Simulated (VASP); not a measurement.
Here is a VASP 6.6.1 calculation.

The input POSCAR:

```
TiTe2
1.0
    3.7516502429      0.0000000000      0.0000000000
   -1.8758251215      3.2490244165      0.0000000000
    0.0000000000      0.0000000000      6.4543879477
Te Ti
2 1
Direct
    0.3333333333      0.6666666667      0.7372000000
    0.6666666667      0.3333333333      0.2628000000
    0.0000000000      0.0000000000      0.0000000000
```

File INCAR.step1:

```
PREC = Accurate ; ENCUT = 520
ISMEAR = -1 ; SIGMA = 0.05
LREAL = F ; LASPH = T
NELM = 60 ; NBANDS = 19
GGA = PE ; ALGO = Normal
EDIFF = 1E-4 ; LWAVE = T
LCHARG = F
```

INCAR.step2

```
PREC = Accurate ; ENCUT = 520
EDIFF = 1E-7 ; ISMEAR = -1
SIGMA = 0.05 ; LREAL = F
LASPH = T ; NELM = 60
ALGO = Normal ; ISIF = 2
LWAVE = F ; LCHARG = F
METAGGA = R2SCAN ; LMIXTAU = T
NBANDS = 19 ; ISTART = 1
```

The input KPOINTS:

```
regular mesh
0
Gamma
  8 8 4
```

Potentials or basis: VASP PAW PBE potentials, release 64 (Te, Ti_sv).

The run is started by

```bash
$ cat potpaw_PBE.64/Te/POTCAR potpaw_PBE.64/Ti_sv/POTCAR > POTCAR
$ cp INCAR.step1 INCAR
$ mpirun -np 1 vasp_std > vasp.out
$ cp INCAR.step2 INCAR
$ mpirun -np 1 vasp_std > vasp.out
```

(1) Predict the pressure.

(2) Estimate the band gap on the k mesh.

Results:

(1) 2.5 GPa.

(2) zero (band 12 reaches 7.51 eV, above the bottom of band 13 at 6.82 eV).

Caveat: the PAW data sets were made with another functional, which shifts forces and pressure a little; spin-orbit coupling is left out, which moves the levels of the heavy elements.
